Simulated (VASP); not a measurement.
CdS: single point with PBE

Crystal: CdS.

```
Cd S
1.0
     4.17418    0.00000    0.00000
    -2.08709    3.61495    0.00000
     0.00000    0.00000    5.68569
Cd S
1 1
Direct
  0.00000 0.00000 0.44269
  0.66667 0.33333 0.43431
```

This cell differs from its parent crystal: volume scaled by 0.94.

```
Program             : VASP 6.6.1
Task                : single point
Functional          : PBE
Potentials or basis : VASP PAW PBE potentials, release 64 (Cd, S)
Cutoff              : 520 eV
k mesh              : 7 × 7 × 5
Occupations         : fermi-dirac, width 0.05 eV
Spin                : no spin polarisation
```

- Pressure: 1.9 GPa
- Largest force: 0.016 eV/Å
- Band gap on the k mesh: 1.58 eV, indirect (the least direct gap lies 4.5 meV higher)

Forces on the atoms (eV/Å):
```
Cd   0.000  0.000  0.016
S    0.000  0.000 -0.016
```

Stress tensor (GPa, compression positive):
```
2.89 0.00 0.00
0.00 2.89 0.00
0.00 0.00 0.00
```

Levels at points of the mesh, in eV from the valence-band top:
```tsv
k point	band 6	band 7	band 8	band 9	band 10	band 11	band 12	band 13
(0.00, 0.00, 0.00)	-7.01	-1.31	0.00	0.00	1.58	5.52	6.95	6.95
```

Run time: 33 s on 1 thread of AMD EPYC 7R13 Processor (Zen 3), with other jobs on the host, peak memory 0.18 GiB.

 A k mesh can miss the band edges.
